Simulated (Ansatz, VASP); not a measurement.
## ZnO in VASP and in Ansatz

```
CELL_PARAMETERS angstrom
3.29051 0.00000 0.00000
-1.64525 2.84966 0.00000
0.00000 0.00000 5.02823
ATOMIC_POSITIONS crystal
Zn 0.33333 0.66667 0.00158
Zn 0.66667 0.33333 0.50158
O 0.33333 0.66667 0.36543
O 0.66667 0.33333 0.86543
```

Alike in both runs: task single point; functional PBEsol; k mesh 9 × 9 × 6; occupations gaussian, width 0.05 eV; no spin polarisation.

|  | VASP | Ansatz |
| --- | --- | --- |
| version | VASP 6.6.1 | Ansatz 0.2.0 |
| potentials or method | VASP PAW PBE potentials, release 64 (Zn, O), cutoff 520 eV | scalar-relativistic, plane waves, PAW |
| valence electrons in the cell | 36 | 36 |

Ansatz gave:

```
gap on the k mesh at the Fermi level (eV)                     : 0.71
least direct gap on the mesh (eV)                             : 0.71
pressure (GPa)                                                : 2.8
traceless stress, the component that is largest in VASP (GPa) : 16.53
rms of the force components (eV/Å)                            : 0.877
```

Q: Which values does VASP return?

A: gap on the k mesh at the Fermi level (eV): 0.70; least direct gap on the mesh (eV): 0.70; pressure (GPa): 3.7; traceless stress, the component that is largest in VASP (GPa): 17.23; rms of the force components (eV/Å): 0.916.

VASP's potentials were made for PBE, not for PBEsol, and Ansatz warns of the same on its side. Atom by atom the forces differ by 0.039 eV/Å (rms over components). With one functional, cell and mesh, what is left measures potentials, basis and numerics.
